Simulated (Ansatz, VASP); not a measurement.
**In3O2: VASP beside Ansatz**

The input INCAR:

```
ALGO = Normal
EDIFF = 1E-6
ENCUT = 520
GGA = PE
ISIF = 2
ISMEAR = 0
ISPIN = 2
LASPH = True
LCHARG = False
LORBIT = 11
LREAL = False
LWAVE = False
MAGMOM = 0 0 0 1 1
NBANDS = 38
NELM = 150
PREC = Accurate
SIGMA = 0.1
```

The input KPOINTS:

```
k-points
0
Gamma
  6 6 4
```

The input POSCAR:

```
In3O2
1.0
    4.3763313500      0.0000000000      0.0000000000
   -2.1881656800      3.7900141300      0.0000000000
    0.0000000000      0.0000000000      5.3739763200
In O
3 2
Direct
    0.0000000000      0.0000000000      0.7454000100
    0.0000000000      0.0000000000      0.2545999900
    0.6666666700      0.3333333300      0.0000000000
    0.6666666700      0.3333333300      0.5000000000
    0.3333333300      0.6666666700      0.0000000000
```

Input for Ansatz:

```yaml
crystal:
  lattice:
    - [4.37633135, 0.0, 0.0]
    - [-2.18816568, 3.79001413, 0.0]
    - [0.0, 0.0, 5.37397632]
  atoms:
    - { symbol: In, position: [0.0, 0.0, 0.74540001] }
    - { symbol: In, position: [0.0, 0.0, 0.25459999] }
    - { symbol: In, position: [0.66666667, 0.33333333, 0.0] }
    - { symbol: O, position: [0.66666667, 0.33333333, 0.5], spin: 1.0 }
    - { symbol: O, position: [0.33333333, 0.66666667, 0.0], spin: 1.0 }
basis:
  ecutwfc: 420
kpoints:
  mp_grid: { grid: [6, 6, 4] }
hamiltonian:
  xc: pbe
scf:
  occupations: { method: gaussian, width: 0.1 }
  lower_state_search: "off"
output:
  forces: true
  stress: true
  eigenvalues: true
  populations: true
magnetization:
  spin_polarized: true
```

Change from the starting cell: species swapped into the Fe3Ge2 type (P-6m2, No. 187).

Alike in both runs: task single point; functional PBE; k mesh 6 × 6 × 4; occupations gaussian, width 0.1 eV; collinear spin.

|  | VASP | Ansatz |
| --- | --- | --- |
| version | VASP 6.6.1 | Ansatz 0.2.0 |
| potentials or method | VASP PAW PBE potentials, release 64 (In_d, O), cutoff 520 eV | scalar-relativistic, plane waves, PAW |
| valence electrons in the cell | 51 | 51 |

VASP gave:

- gap on the k mesh at the Fermi level (eV): none
- pressure (GPa): 6.7
- traceless stress, the component that is largest in VASP (GPa): 3.76
- rms of the force components (eV/Å): 0.650
- net moment per atom (μB): 0.00

Q: What did Ansatz give for the same quantities?

A: gap on the k mesh at the Fermi level (eV): none; pressure (GPa): 6.7; traceless stress, the component that is largest in VASP (GPa): 3.76; rms of the force components (eV/Å): 0.647; net moment per atom (μB): 0.00.

Atom by atom the forces differ by 0.003 eV/Å (rms over components). A gap of «none» marks a metal or a gap that the smearing closes. The functional is the same, so the differences come from potentials, cutoffs and numerics. Ansatz's warnings: seeded moment not kept.
